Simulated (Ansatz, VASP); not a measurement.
Si4IrPd: VASP beside Ansatz

INCAR

```
  ALGO = Normal
  EDIFF = 1E-7
  EDIFFG = -0.08
  ENCUT = 500
  GGA = PE
  GGA_COMPAT = False
  IBRION = 2
  ISIF = 3
  ISMEAR = 0
  LASPH = True
  LCHARG = False
  LREAL = False
  LWAVE = False
  NELM = 120
  NELMIN = 4
  NSW = 36
  PREC = Accurate
  SIGMA = 0.2
```

File KPOINTS:

```
k-points
0
Gamma
  5 5 2
```

The input POSCAR:

```
Si4IrPd
1.0
    3.5037519100      0.0000000000      0.0000000000
   -1.7518759600      3.0343381700      0.0000000000
    0.0000000000      0.0000000000      7.6865629400
Si Pd Ir
4 1 1
Direct
    0.3333333300      0.6666666700      0.7664294200
    0.3333333300      0.6666666700      0.2335705800
    0.6666666700      0.3333333300      0.7664294200
    0.6666666700      0.3333333300      0.2335705800
    0.0000000000      0.0000000000      0.0000000000
    0.0000000000      0.0000000000      0.5000000000
```

Input for Ansatz:

```yaml
crystal:
  lattice:
    - [3.50375191, 0.0, 0.0]
    - [-1.75187596, 3.03433817, 0.0]
    - [0.0, 0.0, 7.68656294]
  atoms:
    - { symbol: Si, position: [0.33333333, 0.66666667, 0.76642942] }
    - { symbol: Si, position: [0.33333333, 0.66666667, 0.23357058] }
    - { symbol: Si, position: [0.66666667, 0.33333333, 0.76642942] }
    - { symbol: Si, position: [0.66666667, 0.33333333, 0.23357058] }
    - { symbol: Pd, position: [0.0, 0.0, 0.0] }
    - { symbol: Ir, position: [0.0, 0.0, 0.5] }
basis:
  ecutwfc: 420
kpoints:
  mp_grid: { grid: [5, 5, 2] }
hamiltonian:
  xc: pbe
scf:
  occupations: { method: gaussian, width: 0.2 }
  lower_state_search: "off"
output:
  forces: true
  stress: true
  eigenvalues: true
relax:
  adjacent_minimum: "off"
  f_tol: 0.08
  max_steps: 16
  cell: { stress_tol: 0.8 }
```

Change from the starting cell: species swapped into the ZrTiB4 type (P6/mmm, No. 191).

Alike in both runs: task relaxation of cell and atoms; functional PBE; k mesh 5 × 5 × 2; occupations gaussian, width 0.2 eV; no spin polarisation.

|  | VASP | Ansatz |
| --- | --- | --- |
| version | VASP 6.6.1 | Ansatz 0.2.0 |
| potentials or method | VASP PAW PBE potentials, release 64 (Si, Pd, Ir), cutoff 500 eV | scalar-relativistic, plane waves, PAW |
| valence electrons in the cell | 35 | 51 |

```tsv
	VASP	Ansatz	Ansatz less VASP
gap on the k mesh at the Fermi level, each at its own relaxed structure (eV)	none	none	-
relaxed volume (Å³/atom)	14.44	14.41	-0.031
relaxed cell length with the largest relative difference (Å)	5.244	5.257	+0.0135
```

A gap of «none» marks a metal or a gap that the smearing closes. VASP's potentials hold 35 valence electrons a cell and Ansatz's 51, so a difference there can come from the potentials and not from the codes.

The k mesh is coarse, so the values compare programs but aren't converged. Neither program's run includes spin-orbit coupling.
